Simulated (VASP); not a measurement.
A run of VASP 6.6.1 is set up as follows.

INCAR

```
SYSTEM = Tl2Sn2H5
ALGO     = Normal         ! electronic algorithm
EDIFF    = 1E-7           ! SCF threshold, eV
ENCUT    = 520            ! plane-wave cutoff, eV
GGA      = PE             ! functional
ISIF     = 2              ! what is computed and relaxed
ISMEAR   = 0              ! smearing method
LASPH    = .TRUE.         ! aspherical terms in the spheres
LCHARG   = .FALSE.        ! write CHGCAR
LREAL    = .FALSE.        ! projectors in reciprocal space
LWAVE    = .FALSE.        ! write WAVECAR
NBANDS   = 40             ! bands
NELM     = 80             ! most SCF steps
PREC     = Accurate       ! precision mode
SIGMA    = 0.1            ! smearing width, eV
```

Contents of KPOINTS:

```
k-points
0
G
  3 3 3
  0 0 0
```

File POSCAR:

```
Tl2Sn2H5
1.0
    2.3390411223      1.3504460216      8.6070613310
   -2.3390411223      1.3504460216      8.6070613310
    0.0000000000     -2.7008920432      8.6070613310
Tl Sn H
2 2 5
Direct
    0.0710113011      0.0710113011      0.0710113011
    0.9289886989      0.9289886989      0.9289886989
    0.1929843403      0.1929843403      0.1929843403
    0.8070156597      0.8070156597      0.8070156597
    0.5000000000      0.5000000000      0.0000000000
    0.0000000000      0.5000000000      0.5000000000
    0.5000000000      0.0000000000      0.5000000000
    0.5000000000      0.5000000000      0.5000000000
    0.0000000000      0.0000000000      0.0000000000
```

Potentials or basis: VASP PAW PBE potentials, release 64 (Tl_d, Sn_d, H).

The run is started by

```console
$ cat potpaw_PBE.64/Tl_d/POTCAR potpaw_PBE.64/Sn_d/POTCAR potpaw_PBE.64/H/POTCAR > POTCAR
$ mpirun -np 1 vasp_std > vasp.out
```

Q: Predict the pressure.

A: -0.2 GPa.

Q: Predict the largest force.

A: 0.008 eV/Å.

Q: What does it give for the band gap on the k mesh?

A: Zero (an odd number of electrons rules out a gap without spin polarisation).

Forces in eV/Å, atoms in the order of the input:
```
Tl   0.000  0.000  0.008
Tl   0.000  0.000 -0.008
Sn   0.000  0.000  0.006
Sn   0.000  0.000 -0.006
H    0.000  0.000  0.000
H    0.000  0.000  0.000
H    0.000  0.000  0.000
H    0.000  0.000  0.000
H    0.000  0.000  0.000
```

Caveat: the k points lie up to 0.52 Å⁻¹ apart, too coarse for converged energies and pressures of a metal; spin-orbit coupling is left out, which moves the levels of the heavy elements.
